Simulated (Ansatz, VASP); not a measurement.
Two plane-wave programs on AgBr

The input POSCAR:

```
AgBr
1.0
    0.0000000000      2.8635404791      2.8635404791
    2.8635404791      0.0000000000      2.8635404791
    2.8635404791      2.8635404791      0.0000000000
Ag Br
1 1
Direct
    0.0000000000      0.0000000000      0.0000000000
    0.5000000000      0.5000000000      0.5000000000
```

Contents of INCAR.step1:

```
SYSTEM = AgBr
ALGO = Normal ; EDIFF = 1E-5
ENCUT = 550 ; GGA = PE
GGA_COMPAT = .FALSE. ; ISMEAR = 0
LASPH = .TRUE. ; LCHARG = .FALSE.
LREAL = .FALSE. ; LWAVE = .TRUE.
NBANDS = 16 ; NELM = 120
PREC = Accurate ; SIGMA = 0.01
```

File INCAR.step2:

```
SYSTEM = AgBr
ALGO = Normal ; EDIFF = 1E-6
ENCUT = 550 ; GGA_COMPAT = .FALSE.
ISIF = 2 ; ISMEAR = 0
ISTART = 1 ; LASPH = .TRUE.
LCHARG = .FALSE. ; LMIXTAU = .TRUE.
LREAL = .FALSE. ; LWAVE = .FALSE.
METAGGA = R2SCAN ; NBANDS = 16
NELM = 120 ; PREC = Accurate
SIGMA = 0.01
```

Contents of KPOINTS:

```
k-points
0
G
  6 6 6
  0 0 0
```

Input for Ansatz:

```yaml
crystal:
  lattice:
    - [0.0, 2.8635404791, 2.8635404791]
    - [2.8635404791, 0.0, 2.8635404791]
    - [2.8635404791, 2.8635404791, 0.0]
  atoms:
    - { symbol: Ag, position: [0.0, 0.0, 0.0] }
    - { symbol: Br, position: [0.5, 0.5, 0.5] }
kpoints:
  mp_grid: { grid: [6, 6, 6] }
hamiltonian:
  xc: r2scan
scf:
  occupations: { method: fixed }
  n_extra_bands: 4
output:
  forces: true
  stress: true
  eigenvalues: true
```

Alike in both runs: task single point; functional r2SCAN; k mesh 6 × 6 × 6; no spin polarisation.

|  | VASP | Ansatz |
| --- | --- | --- |
| version | VASP 6.6.1 | Ansatz 0.2.0 |
| potentials or method | VASP PAW PBE potentials, release 64 (Ag, Br) | plane waves, PAW |
| plane-wave cutoff (eV) | 550 | 500 |
| occupations | gaussian, width 0.01 eV | fixed |
| valence electrons in the cell | 18 | 26 |

VASP gave:

```
gap on the k mesh at the Fermi level (eV) : 1.25
pressure (GPa)                            : 1.4
```

Task: What did Ansatz give for the same quantities?

Result: gap on the k mesh at the Fermi level (eV): 1.29; pressure (GPa): 1.5.

VASP's potentials were made for PBE, not for r2SCAN. VASP's potentials hold 18 valence electrons a cell and Ansatz's 26, so a difference there can come from the potentials and not from the codes.
